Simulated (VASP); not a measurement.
A run of VASP 6.6.1:

File INCAR:

```
PREC = Accurate
ENCUT = 600
EDIFF = 1E-7
ISMEAR = -1
SIGMA = 0.15
LREAL = False
LASPH = True
NELM = 120
ALGO = Normal
ISIF = 3
LWAVE = False
LCHARG = False
GGA = PE
IVDW = 12
IBRION = 2
NSW = 80
EDIFFG = -0.02
GGA_COMPAT = False
NELMIN = 4
```

Contents of KPOINTS:

```
regular mesh
0
Gamma
  11 11 11
```

The input POSCAR:

```
ZrN
1.0
    0.0000000000      2.3000000000      2.3000000000
    2.3000000000      0.0000000000      2.3000000000
    2.3000000000      2.3000000000      0.0000000000
Zr N
1 1
Direct
    0.5000000000      0.5000000000      0.5000000000
    0.0000000000      0.0000000000      0.0000000000
```

Potentials or basis: VASP PAW PBE potentials, release 64 (Zr_sv, N).

Launch:

```sh
$ cat potpaw_PBE.64/Zr_sv/POTCAR potpaw_PBE.64/N/POTCAR > POTCAR
$ mpirun -np 1 vasp_std > vasp.out
```

Hardware: 1 thread of AMD EPYC 7R13, with other jobs on the host.

Problem. Estimate the wall time of this run.

Solution. Wall time 59 s on 1 thread of AMD EPYC 7R13, on a shared host, peak memory 0.16 GiB. Counts: scf iterations 35, k points 56, ion steps 3.
